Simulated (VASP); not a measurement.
## TaN: relaxation of cell and atoms with PBE

The system is TaN.

```
Ta N
1.0
     0.00000    2.18000    2.18000
     2.18000    0.00000    2.18000
     2.18000    2.18000    0.00000
Ta N
1 1
Cartesian
  0.0000 0.0000 0.0000
  2.1800 2.1800 2.1800
```

- Program: VASP 6.6.1
- Task: relaxation of cell and atoms
- Functional: PBE
- Potentials or basis: VASP PAW PBE potentials, release 64 (Ta_pv, N)
- Cutoff: 600 eV
- k mesh: 8 × 8 × 8
- Occupations: fermi-dirac, width 0.1 eV
- Spin: no spin polarisation
- Dipole correction: no
- Further INCAR settings: ALGO = Normal; EDIFF = 1e-07; IBRION = 2; EDIFFG = -0.03; NSW = 80; ISIF = 3

```json
{
 "Relaxed volume": "10.81 Å³/atom",
 "Relaxed cell": "a = 3.127 Å, b = 3.127 Å, c = 3.127 Å, α = 60.00°, β = 60.00°, γ = 60.00°",
 "Space group after relaxing (to 0.1 Å)": "Fm-3m (No. 225)",
 "Energy gained by relaxing": "20.5 meV/atom",
 "Ionic steps": "4",
 "Pressure after relaxing": "0.0 GPa",
 "Band gap on the k mesh": "zero (bands 8 and 9 overlap by 3.91 eV)"
}
```

The path:
| step | energy change (eV) | largest force (eV/Å) | pressure (GPa) | volume (Å³) |
| --- | --- | --- | --- | --- |
| 1 | 0.0000 | 0.0000 | 15.28 | 20.72 |
| 2 | 0.1531 | 0.0000 | -25.71 | 23.83 |
| 3 | -0.0409 | 0.0000 | -0.48 | 21.65 |
| 4 | -0.0410 | 0.0000 | -0.03 | 21.62 |

Final structure:
```xyz
2
Lattice="0.0000 2.2110 2.2110 2.2110 0.0000 2.2110 2.2110 2.2110 0.0000" Properties=species:S:1:pos:R:3 pbc="T T T"
Ta    0.0000    0.0000    0.0000
N     2.2110    2.2110    2.2110
```

Levels at points of the mesh, in eV from the Fermi level:
| k point | band 5 | band 6 | band 7 | band 8 | band 9 | band 10 | band 11 | band 12 |
| --- | --- | --- | --- | --- | --- | --- | --- | --- |
| (0.00, 0.00, 0.00) | -3.83 | -3.83 | -3.83 | -2.11 | -2.11 | -2.11 | 0.02 | 0.02 |
| (0.50, 0.00, 0.00) | -10.29 | -7.51 | -7.51 | 1.81 | 1.81 | 1.90 | 3.72 | 7.31 |
| (0.50, 0.50, 0.00) | -6.66 | -5.40 | -4.65 | -4.65 | 2.02 | 3.41 | 3.41 | 4.32 |

It took 32 s on 1 thread of Intel(R) Xeon(R) Platinum 8488C (Sapphire Rapids) (shared host), peak memory 0.17 GiB.

Caveat: spin-orbit coupling is left out, which moves the levels of the heavy elements.
